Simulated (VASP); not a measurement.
Input of a VASP 6.6.1 run:

Contents of POSCAR:

```
ZrS2
1.0
    3.6743619249      0.0000000000      0.0000000000
   -1.8371809625      3.1820907696      0.0000000000
    0.0000000000      0.0000000000      5.8571358083
Zr S
1 2
Direct
    0.0000000000      0.0000000000      0.0000000000
    0.6666666667      0.3333333333      0.7537648221
    0.3333333333      0.6666666667      0.2462351779
```

Contents of INCAR.step1:

```
  PREC = Accurate
  ENCUT = 400
  EDIFF = 1E-5
  ISMEAR = 0
  SIGMA = 0.01
  LREAL = False
  LASPH = True
  NELM = 120
  ALGO = Normal
  ISIF = 2
  LWAVE = True
  LCHARG = False
  NBANDS = 19
  GGA = PE
  GGA_COMPAT = False
```

Contents of INCAR.step2:

```
  PREC = Accurate
  ENCUT = 400
  EDIFF = 1E-6
  ISMEAR = 0
  SIGMA = 0.01
  LREAL = False
  LASPH = True
  NELM = 120
  ALGO = Normal
  ISIF = 2
  LWAVE = False
  LCHARG = False
  GGA = PE
  LHFCALC = True
  HFSCREEN = 0.2079
  PRECFOCK = Normal
  NBANDS = 19
  ISTART = 1
  GGA_COMPAT = False
```

The input KPOINTS:

```
Automatic mesh
0
Gamma
  6 6 2
```

Potentials or basis: VASP PAW PBE potentials, release 64 (Zr_sv, S).

Launch:

```bash
$ cat potpaw_PBE.64/Zr_sv/POTCAR potpaw_PBE.64/S/POTCAR > POTCAR
$ cp INCAR.step1 INCAR
$ mpirun -np 1 vasp_std > vasp.out
$ cp INCAR.step2 INCAR
$ mpirun -np 1 vasp_std > vasp.out
```

(1) Predict the pressure.

(2) Estimate the band gap on the k mesh.

Answers

(1) 0.0 GPa.

(2) 1.68 eV, indirect (least direct gap 2.39 eV).

Caveat: the k points lie up to 0.54 Å⁻¹ apart; the PAW data sets were made with another functional, which shifts forces and pressure a little; this functional lacks dispersion, which binds the layers, so the pressure and a relaxed spacing across them are unreliable.
